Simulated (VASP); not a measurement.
CsCl:

```
CELL_PARAMETERS angstrom
4.12300 0.00000 0.00000
0.00000 4.12300 0.00000
0.00000 0.00000 4.12300
ATOMIC_POSITIONS crystal
Cs 0.00000 0.00000 0.00000
Cl 0.50000 0.50000 0.50000
```

```yaml
Program: VASP 6.6.1
Task: relaxation of cell and atoms
Functional: PBEsol
Potentials_or_basis: VASP PAW PBE potentials, release 64 (Cs_sv, Cl)
Cutoff: 500 eV
k_mesh: 12 × 12 × 12
Occupations: fermi-dirac, width 0.1 eV
Spin: no spin polarisation
```

At the start: pressure -0.6 GPa; volume 35.04 Å³/atom.

Q: How do energy, volume and symmetry change on relaxing?

A: Over 4 steps the energy falls by 2.7 meV/atom and the volume is 33.75 Å³/atom (-3.7 %); space group Pm-3m (No. 221, to 0.1 Å) before and after.

The path:
| step | energy change (eV) | largest force (eV/Å) | pressure (GPa) | volume (Å³) |
| --- | --- | --- | --- | --- |
| 1 | 0.0000 | 0.0000 | -0.64 | 70.09 |
| 2 | -0.0042 | 0.0000 | -0.31 | 68.69 |
| 3 | -0.0053 | 0.0000 | -0.01 | 67.55 |
| 4 | -0.0053 | 0.0000 | 0.00 | 67.50 |

Final structure:
```yaml
crystal:
  lattice:
    - [4.07153, 0.00000, 0.00000]
    - [0.00000, 4.07153, 0.00000]
    - [0.00000, 0.00000, 4.07153]
  atoms:
    - { symbol: Cs, position: [0.00000, 0.00000, 0.00000] }
    - { symbol: Cl, position: [0.50000, 0.50000, 0.50000] }
```

Caveat: the PAW data sets were made with another functional, which shifts forces and pressure a little.
